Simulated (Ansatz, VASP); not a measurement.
## One calculation of Al2Au, two programs

```
Al Au
1.0
     4.74717    0.00000    0.00000
    -2.37358    4.11117    0.00000
     0.00000    0.00000    2.76721
Al Au
2 1
Cartesian
  0.0000 2.7408 1.3836
  2.3736 1.3704 1.3836
  0.0000 0.0000 0.0000
```

Alike in both runs: functional PBE; k mesh 12 × 12 × 14; occupations gaussian, width 0.1 eV; no spin polarisation.

Ansatz relaxed the structure, and its values are those at the end. VASP's run is a single point on that final structure, the one shown.

```csv
,VASP,Ansatz
version,VASP 6.6.1,Ansatz 0.2.0
potentials or method,"VASP PAW PBE potentials, release 64 (Al, Au), cutoff 520 eV","scalar-relativistic, plane waves, PAW"
valence electrons in the cell,17,25
```

Ansatz gave:

```
gap on the k mesh at the Fermi level (eV) : none
pressure (GPa)                            : 0.0
```

Estimate VASP's values.

gap on the k mesh at the Fermi level (eV): none; pressure (GPa): -0.1.

A gap of «none» marks a metal or a gap that the smearing closes. With one functional, cell and mesh, what is left measures potentials, basis and numerics. VASP's potentials hold 17 valence electrons a cell and Ansatz's 25, so a difference there can come from the potentials and not from the codes.

Neither program's run includes spin-orbit coupling.
